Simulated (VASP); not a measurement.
# O (Fmmm) in VASP: further runs

O is run at these levels: LDA; tasks: single point.

Program: VASP 6.6.1. These are calculated values, not measurements. Logs are shortened: lines on timing, memory, paths and dates and some standing lists are left out, and cuts for length are marked.

## (1) The cell of the first run

It takes space group Fmmm (No. 69, orthorhombic). The conventional cell has a = 3.225 Å, b = 3.246 Å, c = 7.388 Å, α = 90.00°, β = 90.00°, γ = 90.00°. Within 1.4 Å of O (site symmetry mm2) lie 1 O at 1.05 Å.

## (2) Single point, LDA

Contents of INCAR:

```
  ALGO = Normal
  EDIFF = 1E-7
  ENCUT = 520
  ISIF = 2
  ISMEAR = 0
  LASPH = True
  LCHARG = False
  LREAL = False
  LWAVE = False
  NBANDS = 13
  NELM = 100
  PREC = Accurate
  SIGMA = 0.15
```

Contents of KPOINTS:

```
k-points
0
Gamma
  20 20 20
```

Contents of POSCAR:

```
O
1.0
    0.0000000000      1.6231723000      3.6939594584
    1.6126935410      0.0000000000      3.6939594584
    1.6126935410      1.6231723000      0.0000000000
O
2
Direct
    0.0711688245      0.0711688245      0.9288311755
    0.9288311755      0.9288311755      0.0711688245
```

Potentials or basis: VASP PAW LDA potentials, release 64 (O).

On the command line:

```sh
> cat potpaw_LDA.64/O/POTCAR > POTCAR
> mpirun -np 1 vasp_std > vasp.out
```

OUTCAR:

```text
EDIFF = 1E-7
   ENCUT = 520
   ISIF = 2
   ISMEAR = 0
   LASPH = True
   LREAL = False
   NELM = 100
   PREC = Accurate

 ion  position               nearest neighbor table
   1  0.071  0.071  0.929-   2 1.05
   2  0.929  0.929  0.071-   1 1.05

  LATTYP: Found a face centered orthorhombic cell.
 ALAT       =     3.2253870820
 B/A-ratio  =     1.0064976753
 C/A-ratio  =     2.2905526465

  Lattice vectors:

 A1 = (   0.0000000000,   1.6231723000,   3.6939594584)
 A2 = (   1.6126935410,   0.0000000000,   3.6939594584)
 A3 = (   1.6126935410,   1.6231723000,   0.0000000000)

Analysis of symmetry for initial positions (statically):
=====================================================================
 Subroutine PRICEL returns:
 Original cell was already a primitive cell.

 Routine SETGRP: Setting up the symmetry group for a
 face centered orthorhombic supercell.

 Subroutine GETGRP returns: Found  8 space group operations
 (whereof  8 operations were pure point group operations)
 out of a pool of  8 trial point group operations.

The static configuration has the point symmetry D_2h.

Analysis of symmetry for dynamics (positions and initial velocities):
=====================================================================
 Subroutine PRICEL returns:
 Original cell was already a primitive cell.

 Routine SETGRP: Setting up the symmetry group for a
 face centered orthorhombic supercell.

 Subroutine GETGRP returns: Found  8 space group operations
 (whereof  8 operations were pure point group operations)
 out of a pool of  8 trial point group operations.

The dynamic configuration has the point symmetry D_2h.

 Subroutine INISYM returns: Found  8 space group operations
 (whereof  8 operations are pure point group operations),
 and found     1 'primitive' translations

----------------------------------------------------------------------------------------

                                     Primitive cell

  volume of cell :      19.3392

  direct lattice vectors                    reciprocal lattice vectors
     0.000000000  1.623172300  3.693959458    -0.310040307  0.308038771  0.135356115
     1.612693541  0.000000000  3.693959458     0.310040307 -0.308038771  0.135356115
     1.612693541  1.623172300  0.000000000     0.310040307  0.308038771 -0.135356115

  length of vectors
[... 85 lines left out ...]
   NSW    =      0    number of steps for IOM
   IBRION =     -1    ionic relax: 0-MD 1-quasi-New 2-CG
   NFREE  =      0    steps in history (QN), initial steepest desc. (CG)
   ISIF   =      2    stress and relaxation
   ISYM   =      2    0-nonsym 1-usesym 2-fastsym
   POTIM  = 0.5000    time-step for ionic-motion
   TEBEG  =    0.0;   TEEND  =   0.0 temperature during run
   PSTRESS=    0.0 pullay stress
   NELECT =      12.0000    total number of electrons
   NUPDOWN=      -1.0000    fix difference up-down
   EMIN   =  10.00;   EMAX   =-10.00  energy-range for DOS
   EFERMI =   0.00;   METHOD = LEGACY
   ISMEAR =     0;   SIGMA  =   0.15  broadening in eV -4-tet -1-fermi 0-gaus
   EFERMI_NEDOS =   21; number of points for ismear=-14 and -15
   IALGO  =     38    algorithm
   IMIX   =      4    mixing-type and parameters
     AMIX     =   0.40;   BMIX     =  1.00
     AMIX_MAG =   1.60;   BMIX_MAG =  1.00
  volume/ion in A,a.u.               =       9.67        65.25
  Fermi-wavevector in a.u.,A,eV,Ry     =   1.396333  2.638687 26.527909  1.949746
  Thomas-Fermi vector in A             =   2.519698
   LORBIT       =      0    0 simple, 1 ext, 2 COOP (PROOUT), +10 PAW based schemes
   GGA     = CA    functional components
   LHFCALC =     F    Hartree Fock is set to
   AEXX    =    0.0000 exact exchange contribution
   IVDW    =     0    specifies the selected vdW correction
   LEPSILON=     F    determine dielectric tensor
   LRPA    =     F    only Hartree local field effects (RPA)
 non-spin polarized calculation
 Gauss-broadening in eV      SIGMA  =   0.15
  energy-cutoff  :      520.00
  volume of cell :       19.34
 maximum number of plane-waves:       543
 NGX is ok and might be reduce to    30
   NGX = 15   NGY = 15   NGZ =  9

 number of electron      12.0000007 magnetization

 Free energy of the ion-electron system (eV)
  ---------------------------------------------------
  ext. energy  EPLUGINS =         0.00000000
  ---------------------------------------------------
  free energy    TOTEN  =        -9.38618738 eV

  energy without entropy =       -9.38195914  energy(sigma->0) =       -9.38407326

 E-fermi :   2.5971     XC(G=0): -10.7385

 val. band max:        2.5834597111   @ k =   0.3500   0.1000   0.2500
 cond. band min:       2.6019578033   @ k =  -0.1500   0.1000   0.2500
 fundamental gap:      0.0184980921
 Fermi energy:         2.5970713929

 k-point     1 :       0.0000    0.0000    0.0000
  band No.  band energies     occupation
      1     -30.6801      2.00000
      2     -12.2198      2.00000
      3      -8.4940      2.00000
      4      -5.8998      2.00000
      5      -5.8813      2.00000
      6       4.2955      0.00000
      7       4.3122      0.00000
      8      11.9581      0.00000
      9      12.7809      0.00000
     10      18.2976      0.00000
     11      20.9581      0.00000
     12      21.6974      0.00000
     13      28.3859      0.00000
[... 354 lines left out ...]
  band No.  band energies     occupation
      1     -29.9776      2.00000
      2     -11.2033      2.00000
      3     -10.2779      2.00000
      4      -6.5112      2.00000
      5      -5.4733      2.00000
      6       0.4795      2.00000
      7       4.7180      0.00000
      8      13.3733      0.00000
      9      17.4188      0.00000
     10      17.8008      0.00000
     11      20.5961      0.00000
     12      22.1235      0.00000
     13      26.7244      0.00000

 [... further k-points ...]
[... 5 lines left out ...]
  --------------------------------------------------------------------------------------
  -------------------------------------------------------------------------------------
  Total       -0.2236369     -0.2385656     25.8659896      0.0000000      0.0000000      0.0000000
  in kB      -18.5274443    -19.7642249   2142.8959884      0.0000000      0.0000000      0.0000000
  external PRESSURE =     701.5347731 kB  Pullay stress =       0.0000000 kB

 VOLUME and BASIS-vectors are now :
 -----------------------------------------------------------------------------
  energy-cutoff  :      520.00
  volume of cell :       19.34
      direct lattice vectors                 reciprocal lattice vectors
     0.000000000  1.623172300  3.693959458    -0.310040307  0.308038771  0.135356115
     1.612693541  0.000000000  3.693959458     0.310040307 -0.308038771  0.135356115
     1.612693541  1.623172300  0.000000000     0.310040307  0.308038771 -0.135356115

 POSITION                                       TOTAL-FORCE (eV/Angst)
 -----------------------------------------------------------------------------------
      1.61269      1.62317      0.52579         0.000000      0.000000     24.807217
      1.61269      1.62317      6.86213         0.000000      0.000000    -24.807217
 -----------------------------------------------------------------------------------
    total drift:                               -0.000000     -0.000000      0.000000

  FREE ENERGIE OF THE ION-ELECTRON SYSTEM (eV)
  ---------------------------------------------------
  free  energy   TOTEN  =        -9.3861873764 eV

  energy  without entropy=       -9.3819591354  energy(sigma->0) =       -9.38407326
```

stdout:

```text
POSCAR found type information on POSCAR O
 POSCAR found :  1 types and       2 ions
 scaLAPACK will be used
 LDA part: xc-table for (Slater(with rela. corr.)+CA(PZ))
 , standard interpolation
 POSCAR, INCAR and KPOINTS ok, starting setup
 FFT: planning ... GRIDC
 FFT: planning ... GRID_SOFT
 FFT: planning ... GRID
 WAVECAR not read
 entering main loop
```

Run time: 2.1 min. Hardware: 1 thread of Intel Xeon 6975P-C (Granite Rapids), shared host; peak memory 0.31 GiB.

What came out:

- Free energy: -9.3862 eV
- Pressure: 70.2 GPa
- Largest force: 24.807 eV/Å
- Band gap on the k mesh: zero (band 6 reaches 4.43 eV, above the bottom of band 7 at 1.30 eV)

Forces in eV/Å, atoms in the order of the input:
```
O     0.000   0.000  24.807
O     0.000   0.000 -24.807
```

Caveat: the standard files for N, O and F lose accuracy on very short bonds; spin is off for a triplet molecule; forces of over 1 eV/Å act on the atoms, so gaps and moduli don't describe the material at rest.

## (3) Single point, LDA

Contents of INCAR:

```
PREC = Accurate
ENCUT = 520
EDIFF = 1E-7
ISMEAR = 0
SIGMA = 0.15
LREAL = False
LASPH = True
NELM = 80
ALGO = Normal
ISIF = 2
LWAVE = False
LCHARG = False
GGA = CA
NBANDS = 13
```

Contents of KPOINTS:

```
regular mesh
0
Gamma
  20 20 20
```

Contents of POSCAR:

```
O
1.0
    0.0000000000      1.6231723000      3.6939594584
    1.6126935410      0.0000000000      3.6939594584
    1.6126935410      1.6231723000      0.0000000000
O
2
Direct
    0.0905247489      0.0905247489      0.9094752511
    0.9094752511      0.9094752511      0.0905247489
```

Potentials or basis: VASP PAW LDA potentials, release 64 (O).

On the command line:

```sh
> cat potpaw_LDA.64/O/POTCAR > POTCAR
> mpirun -np 1 vasp_std > vasp.out
```

OUTCAR:

```text
PREC = Accurate
   ENCUT = 520
   EDIFF = 1E-7
   ISMEAR = 0
   LREAL = False
   LASPH = True
   NELM = 80
   ISIF = 2
   GGA = CA

 ion  position               nearest neighbor table
   1  0.091  0.091  0.909-   2 1.34
   2  0.909  0.909  0.091-   1 1.34

  LATTYP: Found a face centered orthorhombic cell.
 ALAT       =     3.2253870820
 B/A-ratio  =     1.0064976753
 C/A-ratio  =     2.2905526465

  Lattice vectors:

 A1 = (   0.0000000000,   1.6231723000,   3.6939594584)
 A2 = (   1.6126935410,   0.0000000000,   3.6939594584)
 A3 = (   1.6126935410,   1.6231723000,   0.0000000000)

Analysis of symmetry for initial positions (statically):
=====================================================================
 Subroutine PRICEL returns:
 Original cell was already a primitive cell.

 Routine SETGRP: Setting up the symmetry group for a
 face centered orthorhombic supercell.

 Subroutine GETGRP returns: Found  8 space group operations
 (whereof  8 operations were pure point group operations)
 out of a pool of  8 trial point group operations.

The static configuration has the point symmetry D_2h.

Analysis of symmetry for dynamics (positions and initial velocities):
=====================================================================
 Subroutine PRICEL returns:
 Original cell was already a primitive cell.

 Routine SETGRP: Setting up the symmetry group for a
 face centered orthorhombic supercell.

 Subroutine GETGRP returns: Found  8 space group operations
 (whereof  8 operations were pure point group operations)
 out of a pool of  8 trial point group operations.

The dynamic configuration has the point symmetry D_2h.

 Subroutine INISYM returns: Found  8 space group operations
 (whereof  8 operations are pure point group operations),
 and found     1 'primitive' translations

----------------------------------------------------------------------------------------

                                     Primitive cell

  volume of cell :      19.3392

[... 117 lines left out ...]
   LEPSILON=     F    determine dielectric tensor
   LRPA    =     F    only Hartree local field effects (RPA)
 non-spin polarized calculation
 Gauss-broadening in eV      SIGMA  =   0.15
  energy-cutoff  :      520.00
  volume of cell :       19.34
 maximum number of plane-waves:       543
 NGX is ok and might be reduce to    30
   NGX = 15   NGY = 15   NGZ =  9

 number of electron      12.0000000 magnetization

 Free energy of the ion-electron system (eV)
  ---------------------------------------------------
  ext. energy  EPLUGINS =         0.00000000
  ---------------------------------------------------
  free energy    TOTEN  =       -10.62919371 eV

  energy without entropy =      -10.62414818  energy(sigma->0) =      -10.62667095

 E-fermi :   0.6043     XC(G=0): -11.1213

 val. band max:        0.5611051732   @ k =   0.4000   0.1500   0.2500
 cond. band min:       0.6108596508   @ k =  -0.2000   0.0500   0.2500
 fundamental gap:      0.0497544776
 Fermi energy:         0.6043438084

 k-point     1 :       0.0000    0.0000    0.0000
  band No.  band energies     occupation
      1     -23.9978      2.00000
      2     -13.9990      2.00000
      3      -7.5947      2.00000
      4      -2.1106      2.00000
      5      -2.0908      2.00000
      6       2.2323      0.00000
      7       2.2504      0.00000
      8       8.1524      0.00000
      9      12.4583      0.00000
     10      15.5481      0.00000
     11      20.6030      0.00000
     12      22.5906      0.00000
     13      27.0876      0.00000
[... 354 lines left out ...]
  band No.  band energies     occupation
      1     -22.8329      2.00000
      2     -13.1010      2.00000
      3      -7.2716      2.00000
      4      -5.5910      2.00000
      5      -1.6522      2.00000
      6      -1.4361      2.00000
      7       2.6930      0.00000
      8       7.6325      0.00000
      9      15.6691      0.00000
     10      18.4441      0.00000
     11      19.2349      0.00000
     12      22.1688      0.00000
     13      26.8382      0.00000

 [... further k-points ...]

------------------------ aborting loop because EDIFF is reached ----------------------------------------

  FORCE on cell =-STRESS in cart. coord.  units (eV):
  Direction    XX          YY          ZZ          XY          YZ          ZX
  --------------------------------------------------------------------------------------
  -------------------------------------------------------------------------------------
  Total        0.1523772      0.1417800     -8.0194664      0.0000000      0.0000000      0.0000000
  in kB       12.6238537     11.7459151   -664.3813963      0.0000000      0.0000000      0.0000000
  external PRESSURE =    -213.3372092 kB  Pullay stress =       0.0000000 kB

 VOLUME and BASIS-vectors are now :
 -----------------------------------------------------------------------------
  energy-cutoff  :      520.00
  volume of cell :       19.34
      direct lattice vectors                 reciprocal lattice vectors
     0.000000000  1.623172300  3.693959458    -0.310040307  0.308038771  0.135356115
     1.612693541  0.000000000  3.693959458     0.310040307 -0.308038771  0.135356115
     1.612693541  1.623172300  0.000000000     0.310040307  0.308038771 -0.135356115

 POSITION                                       TOTAL-FORCE (eV/Angst)
 -----------------------------------------------------------------------------------
      1.61269      1.62317      0.66879         0.000000      0.000000     -6.043002
      1.61269      1.62317      6.71913         0.000000      0.000000      6.043002
 -----------------------------------------------------------------------------------
    total drift:                                0.000000     -0.000000      0.000000

  FREE ENERGIE OF THE ION-ELECTRON SYSTEM (eV)
  ---------------------------------------------------
  free  energy   TOTEN  =       -10.6291937082 eV

  energy  without entropy=      -10.6241481839  energy(sigma->0) =      -10.62667095
```

Run time: 2 min. Hardware: 1 thread of Intel Xeon 6975P-C (Granite Rapids), shared host; peak memory 0.31 GiB.

Results:

```yaml
Free_energy: -10.6292 eV
Pressure: -21.3 GPa
Largest_force: 6.043 eV/Å
Band_gap_on_the_k_mesh: zero (band 6 reaches 2.45 eV, above the bottom of band 7 at -0.71 eV)
```

Forces in eV/Å, atoms in the order of the input:
```
O    0.000  0.000 -6.043
O    0.000  0.000  6.043
```

Caveat: spin is off for a triplet molecule; forces of over 1 eV/Å act on the atoms, so gaps and moduli don't describe the material at rest.
